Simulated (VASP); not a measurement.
Input of a VASP 6.6.1 run:

INCAR

```
SYSTEM = Au
ALGO = Normal ; EDIFF = 1E-6
ENCUT = 520 ; GGA = RP
ISIF = 2 ; ISMEAR = -1
LASPH = .True. ; LCHARG = .False.
LREAL = .False. ; LWAVE = .False.
NBANDS = 12 ; NELM = 100
PREC = Accurate ; SIGMA = 0.1
```

Contents of KPOINTS:

```
k-points
0
Gamma
  13 13 13
  0 0 0
```

The input POSCAR:

```
Au
1.0
    2.7790753360      0.0000000000      0.0000000000
    0.0000000000      2.7790753360      0.0000000000
    0.0000000000      0.0000000000      2.7790753360
Au
1
Direct
    0.0000000000      0.0000000000      0.0000000000
```

Potentials or basis: VASP PAW PBE potentials, release 64 (Au).

The run is started by

```bash
$ cat potpaw_PBE.64/Au/POTCAR > POTCAR
$ mpirun -np 1 vasp_std > vasp.out
```

Problem. What does it give for the pressure?

Solution. -0.2 GPa.

Caveat: the PAW data sets were made with another functional, which shifts forces and pressure a little.
